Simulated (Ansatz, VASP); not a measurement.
**One calculation of MgO2, two programs**

```
Mg O
1.0
     1.60476    0.92651    3.66868
    -1.60476    0.92651    3.66868
     0.00000   -1.85302    3.66868
Mg O
1 2
Direct
  0.00000 0.00000 0.00000
  0.42879 0.42879 0.42879
  0.57121 0.57121 0.57121
```

Change from the starting cell: strain +0.000 along x and y, +0.050 along z, atoms carried along.

Alike in both runs: task single point; functional r2SCAN; k mesh 12 × 12 × 12; occupations gaussian, width 0.05 eV; no spin polarisation.

|  | VASP | Ansatz |
| --- | --- | --- |
| version | VASP 6.6.1 | Ansatz 0.2.0 |
| potentials or method | VASP PAW PBE potentials, release 64 (Mg, O), cutoff 520 eV | scalar-relativistic, plane waves, PAW |
| valence electrons in the cell | 14 | 22 |

VASP gave:

* gap on the k mesh at the Fermi level (eV): 1.95
* least direct gap on the mesh (eV): 1.95
* pressure (GPa): -13.3
* traceless stress, the component that is largest in VASP (GPa): -14.06
* rms of the force components (eV/Å): 0.466

Question: What did Ansatz give for the same quantities?

Answer: gap on the k mesh at the Fermi level (eV): 1.98; least direct gap on the mesh (eV): 1.98; pressure (GPa): -12.7; traceless stress, the component that is largest in VASP (GPa): -14.95; rms of the force components (eV/Å): 0.546.

VASP's potentials were made for PBE, not for r2SCAN. Atom by atom the forces differ by 0.080 eV/Å (rms over components). VASP's potentials hold 14 valence electrons a cell and Ansatz's 22, so a difference there can come from the potentials and not from the codes.
